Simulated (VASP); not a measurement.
**TiO: single point with PBEsol**

The system is TiO.

```
CELL_PARAMETERS angstrom
3.03100 0.00000 0.00000
-1.51550 2.62492 0.00000
0.00000 0.00000 3.23770
ATOMIC_POSITIONS crystal
Ti 0.66667 0.33333 0.00000
O 0.00000 0.00000 0.50000
```

* Program: VASP 6.6.1
* Task: single point
* Functional: PBEsol
* Potentials or basis: VASP PAW PBE potentials, release 64 (Ti_sv, O)
* Cutoff: 520 eV
* k mesh: 24 × 24 × 16
* Occupations: gaussian, width 0.1 eV
* Spin: no spin polarisation

```
Pressure               : -40.3 GPa
Band gap on the k mesh : 0.02 eV
```

Stress tensor (GPa, compression positive):
```
-33.60   0.00   0.00
  0.00 -33.60   0.00
  0.00   0.00 -53.64
```

Levels at points of the mesh, in eV from the valence-band top:
```
           k point  band 6  band 7  band 8  band 9  band 10  band 11  band 12  band 13
(0.00, 0.00, 0.00)   -4.52   -3.89   -3.89   -2.43     0.47     0.94     0.94     1.38
(0.50, 0.00, 0.00)   -6.85   -5.08   -3.91   -1.70     1.03     1.41     1.76     2.11
(0.00, 0.00, 0.50)   -7.42   -3.66   -3.66    0.00     0.02     0.02     1.47     1.47
(0.50, 0.00, 0.50)   -6.13   -6.07   -4.62   -0.86     0.87     1.81     2.08     2.30
```

It took 110 s on 1 thread of Intel(R) Xeon(R) Platinum 8488C (Sapphire Rapids), on a shared host, peak memory 0.32 GiB.

Caveat: the stress differs along the axes, from -54 to -34 GPa; the smearing spreads over this small gap; the PAW data sets were made with another functional, which shifts forces and pressure a little. A k mesh can miss the band edges.
